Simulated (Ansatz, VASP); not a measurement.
## One calculation of ZrOs3, two programs

```
CELL_PARAMETERS angstrom
3.91500 0.00000 0.00000
0.00000 3.91500 0.00000
0.00000 0.00000 3.91500
ATOMIC_POSITIONS crystal
Os 0.00000 0.50000 0.50000
Os 0.50000 0.00000 0.50000
Os 0.50000 0.50000 0.00000
Zr 0.00000 0.00000 0.00000
```

Alike in both runs: task single point; functional PBE; k mesh 7 × 7 × 7; occupations fermi-dirac, width 0.05 eV; no spin polarisation.

|  | VASP | Ansatz |
| --- | --- | --- |
| version | VASP 6.6.1 | Ansatz 0.2.0 |
| potentials or method | VASP PAW PBE potentials, release 64 (Os, Zr_sv) | Ansatz PAW |
| plane-wave cutoff (eV) | 520 | 420 |
| valence electrons in the cell | 36 | 60 |

VASP gave:

```
gap on the k mesh at the Fermi level (eV) : none
pressure (GPa)                            : 17.1
```

Problem. What did Ansatz give for the same quantities?

Solution. gap on the k mesh at the Fermi level (eV): none; pressure (GPa): 16.8.

A gap of «none» marks a metal or a gap that the smearing closes. VASP's potentials hold 36 valence electrons a cell and Ansatz's 60, so a difference there can come from the potentials and not from the codes.

Neither program's run includes spin-orbit coupling.
